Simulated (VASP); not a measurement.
# Co (P6_3/mmc) in VASP: notebook, part 3 of 3

VASP 6.6.1.

### 6 Single point, revPBE, collinear spin, ferromagnetic start (12.42 Å³/atom)

This run uses another cell than the first one, of 12.42 Å³/atom.

File INCAR:

```
SYSTEM = Co
PREC = Accurate
ENCUT = 520
EDIFF = 1E-7
ISMEAR = -1
SIGMA = 0.05
LREAL = .FALSE.
LASPH = .TRUE.
NELM = 150
ALGO = Normal
ISIF = 2
LWAVE = .FALSE.
LCHARG = .FALSE.
ISPIN = 2
MAGMOM = 1.714 1.714
LORBIT = 11
LMAXMIX = 4
GGA = RE
NBANDS = 20
```

File KPOINTS:

```
Automatic mesh
0
G
  23 23 13
  0 0 0
```

File POSCAR:

```
Co
1.0
    2.6089776473      0.0000000000      0.0000000000
   -1.3044888236      2.2594409204      0.0000000000
    0.0000000000      0.0000000000      4.2123601806
Co
2
Direct
    0.3333333333      0.6666666667      0.2500000000
    0.6666666667      0.3333333333      0.7500000000
```

Potentials or basis: VASP PAW PBE potentials, release 64 (Co).

Launch:

```
$ cat potpaw_PBE.64/Co/POTCAR > POTCAR
$ mpirun -np 1 vasp_std > vasp.out
```

OUTCAR:

```text
SYSTEM = Co
   PREC = Accurate
   ENCUT = 520
   EDIFF = 1E-7
   ISMEAR = -1
   LREAL = .FALSE.
   LASPH = .TRUE.
   NELM = 150
   ISIF = 2
   ISPIN = 2
   LORBIT = 11
   GGA = RE

 ion  position               nearest neighbor table
   1  0.333  0.667  0.250-   2 2.59   2 2.59   2 2.59   2 2.59   2 2.59   2 2.59
   2  0.667  0.333  0.750-   1 2.59   1 2.59   1 2.59   1 2.59   1 2.59   1 2.59

  LATTYP: Found a hexagonal cell.
 ALAT       =     2.6089776473
 C/A-ratio  =     1.6145635379

  Lattice vectors:

 A1 = (   2.6089776473,   0.0000000000,   0.0000000000)
 A2 = (  -1.3044888236,   2.2594409204,   0.0000000000)
 A3 = (   0.0000000000,   0.0000000000,   4.2123601806)

Analysis of symmetry for initial positions (statically):
=====================================================================
 Subroutine PRICEL returns:
 Original cell was already a primitive cell.

 Routine SETGRP: Setting up the symmetry group for a
 hexagonal supercell.

 Subroutine GETGRP returns: Found 24 space group operations
 (whereof 12 operations were pure point group operations)
[... 745 lines left out ...]

 k-point     1 :       0.0000    0.0000    0.0000
  band No.  band energies     occupation
      1       0.3899      1.00000
      2       5.0160      1.00000
      3       7.8492      1.00000
      4       7.8741      1.00000
      5       7.8741      1.00000
      6       8.1741      0.99978
[... 541 lines left out ...]
     19      31.8803      0.00000
     20      34.6570      0.00000

 [... further k-points ...]
[... 5 lines left out ...]
  --------------------------------------------------------------------------------------
  -------------------------------------------------------------------------------------
  Total       -2.6983585     -2.6983585     -2.6168614     -0.0000000     -0.0000000      0.0000000
  in kB     -174.1058608   -174.1058608   -168.8474333     -0.0000000     -0.0000000      0.0000000
  external PRESSURE =    -172.3530517 kB  Pullay stress =       0.0000000 kB

 VOLUME and BASIS-vectors are now :
 -----------------------------------------------------------------------------
  energy-cutoff  :      520.00
  volume of cell :       24.83
      direct lattice vectors                 reciprocal lattice vectors
     2.608977647  0.000000000  0.000000000     0.383291900  0.221293682  0.000000000
    -1.304488824  2.259440920  0.000000000     0.000000000  0.442587364  0.000000000
     0.000000000  0.000000000  4.212360181     0.000000000  0.000000000  0.237396604

 POSITION                                       TOTAL-FORCE (eV/Angst)
 -----------------------------------------------------------------------------------
     -0.00000      1.50629      1.05309        -0.000000      0.000000      0.000000
      1.30449      0.75315      3.15927         0.000000     -0.000000      0.000000
 -----------------------------------------------------------------------------------
    total drift:                               -0.000000      0.000000     -0.000000

  FREE ENERGIE OF THE ION-ELECTRON SYSTEM (eV)
  ---------------------------------------------------
  free  energy   TOTEN  =       -13.0904342343 eV

  energy  without entropy=      -13.0730142680  energy(sigma->0) =      -13.08172425

 total charge

# of ion       s       p       d       tot
------------------------------------------
    1        0.439   0.417   7.186   8.042
    2        0.439   0.417   7.186   8.042
--------------------------------------------------
tot          0.878   0.834  14.372  16.084

 magnetization (x)

# of ion       s       p       d       tot
------------------------------------------
    1       -0.014  -0.054   1.828   1.760
    2       -0.014  -0.054   1.828   1.760
--------------------------------------------------
tot         -0.027  -0.108   3.655   3.519
```

OSZICAR:

```text
N       E                     dE             d eps       ncg     rms          rms(c)
DAV:   1     0.864387381344E+02    0.86439E+02   -0.78722E+03 32428   0.115E+03
DAV:   2    -0.106443494904E+02   -0.97083E+02   -0.87483E+02 31832   0.212E+02
DAV:   3    -0.150186076448E+02   -0.43743E+01   -0.41652E+01 35692   0.551E+01
DAV:   4    -0.150843953995E+02   -0.65788E-01   -0.65735E-01 38356   0.597E+00
DAV:   5    -0.150863478684E+02   -0.19525E-02   -0.19524E-02 36140   0.981E-01    0.133E+01
DAV:   6    -0.137382956175E+02    0.13481E+01   -0.91653E+00 34948   0.588E+01    0.869E+00
DAV:   7    -0.131100660799E+02    0.62823E+00   -0.16574E+00 35116   0.232E+01    0.362E+00
DAV:   8    -0.131037909451E+02    0.62751E-02   -0.21419E-02 41184   0.132E+00    0.160E+00
DAV:   9    -0.130902200471E+02    0.13571E-01   -0.49566E-03 47588   0.111E+00    0.541E-01
DAV:  10    -0.130904302328E+02   -0.21019E-03   -0.53304E-04 41048   0.274E-01    0.312E-01
DAV:  11    -0.130904296360E+02    0.59676E-06   -0.51167E-04 45204   0.330E-01    0.408E-02
DAV:  12    -0.130904331474E+02   -0.35114E-05   -0.39001E-05 33304   0.564E-02    0.212E-02
DAV:  13    -0.130904343055E+02   -0.11581E-05   -0.29083E-06 44788   0.155E-02    0.121E-02
DAV:  14    -0.130904342343E+02    0.71198E-07   -0.73386E-07 34308   0.650E-03
   1 F= -.13090434E+02 E0= -.13081724E+02  d E =-.174200E-01  mag=     3.4174
```

stdout:

```text
POSCAR found type information on POSCAR Co
 POSCAR found :  1 types and       2 ions
 scaLAPACK will be used
 -----------------------------------------------------------------------------
|                                                                             |
|                                                                             |
|     You enforced a specific xc type in the INCAR file but a different       |
|     I HOPE YOU KNOW WHAT YOU ARE DOING!                                     |
|                                                                             |
 -----------------------------------------------------------------------------

 LDA part: xc-table for (Slater+PW92), standard interpolation
 POSCAR, INCAR and KPOINTS ok, starting setup
 FFT: planning ... GRIDC
 FFT: planning ... GRID_SOFT
 FFT: planning ... GRID
 WAVECAR not read
 entering main loop
```

Wall time 7.7 min (1 thread of Intel Xeon 8259CL, shared host); peak memory 0.36 GiB.

What came out:

* Free energy: -13.0904 eV
* Pressure: -17.2 GPa
* Net moment: 3.42 μB per cell
* Site moments: Co +1.76 μB
* Valence electrons inside the program's atomic spheres: Co 8.04

Caveat: the cell stands under tension; the PAW data sets were made with another functional, which shifts forces and pressure a little.

### 7 Summary

| cell | gap on the mesh (eV) | pressure (GPa) | moment (μB) |
| --- | --- | --- | --- |
| a = 2.545, b = 2.545, c = 4.110 Å, angles 90.0, 90.0, 120.0°, 2 atoms | none | -7.6 | 3.31 |
| a = 2.578, b = 2.578, c = 4.162 Å, angles 90.0, 90.0, 120.0°, 2 atoms | none | -13.0 | 3.37 |
| a = 2.609, b = 2.609, c = 4.212 Å, angles 90.0, 90.0, 120.0°, 2 atoms | none | -17.2 | 3.42 |

Alike in all rows: task single point; level revPBE; potentials or basis VASP PAW PBE potentials, release 64 (Co); spin collinear, ferromagnetic start; k mesh 23 × 23 × 13; cutoff (eV) 520; smearing fermi-dirac 0.05 eV.

Caveats: the cell stands under tension; the PAW data sets were made with another functional, which shifts forces and pressure a little.

Total energies depend on the potentials used, so only differences within one code and one set of settings carry meaning.
